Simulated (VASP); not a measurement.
# Fe: single point with PBE

Crystal: Fe.

```xyz
1
Lattice="-1.5196 1.4158 1.4819 1.5196 -1.4158 1.4819 1.5196 1.4158 -1.4819" Properties=species:S:1:pos:R:3 pbc="T T T"
Fe    0.0000    0.0000    0.0000
```

This cell differs from its parent crystal: normal strain along x +0.0733, normal strain along z +0.0467.

```json
{"Program": "VASP 6.6.1", "Task": "single point", "Functional": "PBE", "Potentials or basis": "VASP PAW PBE potentials, release 64 (Fe)", "Cutoff": "520 eV", "k mesh": "10 × 10 × 10", "Occupations": "gaussian, width 0.15 eV", "Spin": "collinear spin, ferromagnetic start", "Starting moments": "[2.44] μB", "Dipole correction": "no", "Further INCAR settings": "ALGO = Normal; EDIFF = 1e-07; NBANDS = 14"}
```

```json
{
  "Pressure": "-14.0 GPa",
  "Net moment": "2.48 μB per cell",
  "Site moments": "Fe +2.50 μB",
  "Valence electrons inside the program's atomic spheres": "Fe 7.05"
}
```

Stress tensor (GPa, compression positive):
```
-15.30   0.00   0.00
  0.00 -12.26   0.00
  0.00   0.00 -14.45
```

Levels at points of the mesh, in eV from the Fermi level:
Spin up:
| k point | band 3 | band 4 | band 5 | band 6 | band 7 | band 8 |
| --- | --- | --- | --- | --- | --- | --- |
| (0.00, 0.00, 0.00) | -2.16 | -2.07 | -1.32 | -1.03 | 23.17 | 23.57 |
| (0.50, 0.00, 0.00) | -1.08 | -0.82 | 0.08 | 0.78 | 6.64 | 16.69 |
| (0.00, 0.50, 0.00) | -1.33 | -1.09 | -0.02 | 0.25 | 5.93 | 18.26 |
| (0.50, 0.50, 0.00) | -1.24 | -0.84 | 0.04 | 0.60 | 6.40 | 17.22 |
| (0.50, 0.50, 0.50) | -0.26 | -0.20 | -0.08 | 8.00 | 8.86 | 10.55 |
Spin down:
| k point | band 1 | band 2 | band 3 | band 4 | band 5 | band 6 | band 7 | band 8 |
| --- | --- | --- | --- | --- | --- | --- | --- | --- |
| (0.00, 0.00, 0.00) | -7.66 | -0.21 | 0.11 | 0.26 | 1.52 | 2.00 | 22.85 | 23.29 |
| (0.50, 0.00, 0.00) | -2.94 | -1.31 | 0.86 | 1.83 | 2.11 | 2.63 | 8.15 | 16.75 |
| (0.00, 0.50, 0.00) | -3.02 | -0.76 | 0.30 | 1.35 | 1.94 | 2.61 | 7.47 | 18.18 |
| (0.50, 0.50, 0.00) | -2.96 | -1.12 | 0.67 | 1.63 | 2.09 | 2.61 | 7.92 | 17.24 |
| (0.50, 0.50, 0.50) | -2.35 | -2.25 | 2.35 | 2.37 | 2.39 | 8.27 | 9.15 | 10.86 |

Wall time 37 s on 1 thread of Intel(R) Xeon(R) Platinum 8488C (Sapphire Rapids), on a shared host, peak memory 0.16 GiB.

Caveat: the cell differs from its parent crystal (normal strain along x +0.0733, normal strain along z +0.0467).
